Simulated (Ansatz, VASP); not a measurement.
**ZnS in VASP and in Ansatz**

Contents of POSCAR:

```
ZnS
1.0
    3.8230000000      0.0000000000      0.0000000000
   -1.9115000000      3.3108151187      0.0000000000
    0.0000000000      0.0000000000      6.2610000000
Zn S
2 2
Direct
    0.3333333333      0.6666666667      0.0000000000
    0.6666666667      0.3333333333      0.5000000000
    0.3333333333      0.6666666667      0.3750000000
    0.6666666667      0.3333333333      0.8750000000
```

The input INCAR.step1:

```
PREC = Accurate
ENCUT = 600
ISMEAR = 0
SIGMA = 0.02
LREAL = F
LASPH = T
NELM = 100
GGA = PE
ALGO = Normal
EDIFF = 1E-4
LWAVE = T
LCHARG = F
```

The input INCAR.step2:

```
PREC = Accurate
ENCUT = 600
EDIFF = 1E-6
ISMEAR = 0
SIGMA = 0.02
LREAL = F
LASPH = T
NELM = 100
ALGO = Normal
ISIF = 3
LWAVE = F
LCHARG = F
METAGGA = R2SCAN
LMIXTAU = T
IBRION = 2
NSW = 100
EDIFFG = -0.002
ISTART = 1
```

The input KPOINTS:

```
Automatic mesh
0
Gamma
  6 6 4
```

Input for Ansatz:

```yaml
crystal:
  lattice:
    - [3.823, 0.0, 0.0]
    - [-1.9115, 3.3108151187, 0.0]
    - [0.0, 0.0, 6.261]
  atoms:
    - { symbol: Zn, position: [0.3333333333, 0.6666666667, 0.0] }
    - { symbol: Zn, position: [0.6666666667, 0.3333333333, 0.5] }
    - { symbol: S, position: [0.3333333333, 0.6666666667, 0.375] }
    - { symbol: S, position: [0.6666666667, 0.3333333333, 0.875] }
basis:
  ecutwfc: 500
kpoints:
  mp_grid: { grid: [6, 6, 4] }
hamiltonian:
  xc: r2scan
  pseudopotentials: { kind: paw, azcp: { folder: soft_1 } }
scf:
  occupations: { method: gaussian, width: 0.02 }
output:
  forces: true
  stress: true
  eigenvalues: true
  write_density: true
  write_potential: true
  elf: true
  volumetric_format: npy
relax:
  adjacent_minimum: "off"
  f_tol: 0.002
  max_steps: 80
  cell: { stress_tol: 0.02 }
```

Alike in both runs: task relaxation of cell and atoms; functional r2SCAN; k mesh 6 × 6 × 4; occupations gaussian, width 0.02 eV; no spin polarisation.

|  | VASP | Ansatz |
| --- | --- | --- |
| version | VASP 6.6.1 | Ansatz 0.2.0 |
| potentials or method | VASP PAW PBE potentials, release 64 (Zn, S), cutoff 600 eV | scalar-relativistic, plane waves, PAW |
| valence electrons in the cell | 36 | 36 |

VASP gave:

* gap on the k mesh at the Fermi level, each at its own relaxed structure (eV): 2.78
* relaxed volume (Å³/atom): 19.59
* relaxed cell length with the largest relative difference (Å): 3.805

Q: Which values does Ansatz return?

A: gap on the k mesh at the Fermi level, each at its own relaxed structure (eV): 2.77; relaxed volume (Å³/atom): 19.60; relaxed cell length with the largest relative difference (Å): 3.807.

VASP's potentials were made for PBE, not for r2SCAN.
